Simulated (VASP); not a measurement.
Li, 3 atoms in the cell. The structure is hexagonal, space group P6/mmm (No. 191). Conventional cell: a = 4.828 Å, b = 4.828 Å, c = 2.818 Å, α = 90.00°, β = 90.00°, γ = 120.00°. Li (site symmetry 6/mmm) has 14 Li at 2.82 to 3.12 Å within 3.7 Å. Within 3.7 Å of Li (site symmetry -6m2) lie 11 Li at 2.79 to 3.12 Å. 

- Program: VASP 6.6.1
- Task: single point
- Functional: LDA
- Potentials or basis: VASP PAW LDA potentials, release 64 (Li_sv)
- Cutoff: 520 eV
- k mesh: 7 × 7 × 10
- Occupations: fermi-dirac, width 0.1 eV
- Spin: no spin polarisation
- Dipole correction: no
- Further INCAR settings: ALGO = Normal; EDIFF = 1e-07; NBANDS = 12

Potentials or basis: VASP PAW LDA potentials, release 64 (Li_sv).

The run is started by

```sh
$ cat potpaw_LDA.64/Li_sv/POTCAR > POTCAR
$ mpirun -np 1 vasp_std > vasp.out
```

Hardware: 1 thread of Intel Xeon 6975P-C, on a shared host.

Q: Estimate the wall time of this run.

A: Run time: 18 s on 1 thread of Intel Xeon 6975P-C, with other jobs on the host, peak memory 0.16 GiB. Counts: scf iterations 11, k points 48.
